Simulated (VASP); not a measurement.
Cu:

```xyz
2
Lattice="2.5680 0.0000 0.0000 -1.2840 2.2240 0.0000 0.0000 0.0000 4.3613" Properties=species:S:1:pos:R:3 pbc="T T T"
Cu    0.0000    1.4826    1.0903
Cu    1.2840    0.7413    3.2710
```

This cell differs from its parent crystal: strain along c alone, the other axes held: +4.0 %.

Base run:

```yaml
Program: VASP 6.6.1
Functional: PBE
Potentials_or_basis: VASP PAW PBE potentials, release 64 (Cu)
Cutoff: 520 eV
k_mesh: 24 × 24 × 12
Occupations: gaussian, width 0.1 eV
Spin: no spin polarisation
```

Its results: band gap on the k mesh zero (band 11 reaches 11.07 eV, above the bottom of band 12 at 5.07 eV); pressure -3.4 GPa.

Task: The run is repeated on the same cell with these changes: occupations from gaussian, width 0.1 eV to tetrahedron; further incar settings from ALGO = Fast; EDIFF = 1e-06; NBANDS = 18 to ALGO = Fast; EDIFF = 1e-07; NBANDS = 18. What comes out?

Result: Band gap on the k mesh zero (band 11 reaches 11.07 eV, above the bottom of band 12 at 5.06 eV); pressure -4.2 GPa.
